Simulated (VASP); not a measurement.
## Re: single point with PBE

Re:

```
Re
1.0
     2.77013    0.00000    0.00000
    -1.38506    2.39900    0.00000
     0.00000    0.00000    4.50797
Re
2
Direct
  0.33333 0.66667 0.25000
  0.66667 0.33333 0.75000
```

- Program: VASP 6.6.1
- Task: single point
- Functional: PBE
- Potentials or basis: VASP PAW PBE potentials, release 64 (Re)
- Cutoff: 520 eV
- k mesh: 8 × 8 × 4
- Occupations: gaussian, width 0.05 eV
- Spin: no spin polarisation
- Dipole correction: no
- Further INCAR settings: ALGO = Fast; EDIFF = 1e-06; NBANDS = 14

| Item | Value |
| --- | --- |
| Pressure | -0.6 GPa |
| Band gap on the k mesh | zero (band 7 reaches 8.71 eV, above the bottom of band 8 at 6.03 eV) |

Stress tensor (GPa, compression positive):
```
-0.50  0.00  0.00
 0.00 -0.50  0.00
 0.00  0.00 -0.77
```

Levels at points of the mesh, in eV from the Fermi level:
```
           k point  band 3  band 4  band 5  band 6  band 7  band 8  band 9  band 10  band 11  band 12
(0.00, 0.00, 0.00)   -1.56   -1.45   -1.45   -0.66   -0.66    0.31    0.31     0.57     3.34     3.34
(0.50, 0.00, 0.00)   -5.07   -1.76   -1.63   -1.34   -0.58    3.98    4.26     4.48     5.98     6.99
(0.00, 0.00, 0.50)   -2.31   -2.31   -1.56   -1.56   -1.56   -1.56    2.53     2.53     2.53     2.53
(0.50, 0.00, 0.50)   -3.95   -3.95    0.48    0.48    0.96    0.96    4.27     4.27     4.71     4.71
```

Run time: 16 s on 1 thread of AMD EPYC 9R45 96-Core Processor (Zen 5), on a shared host, peak memory 0.12 GiB.

Caveat: spin-orbit coupling is left out, which moves the levels of the heavy elements.
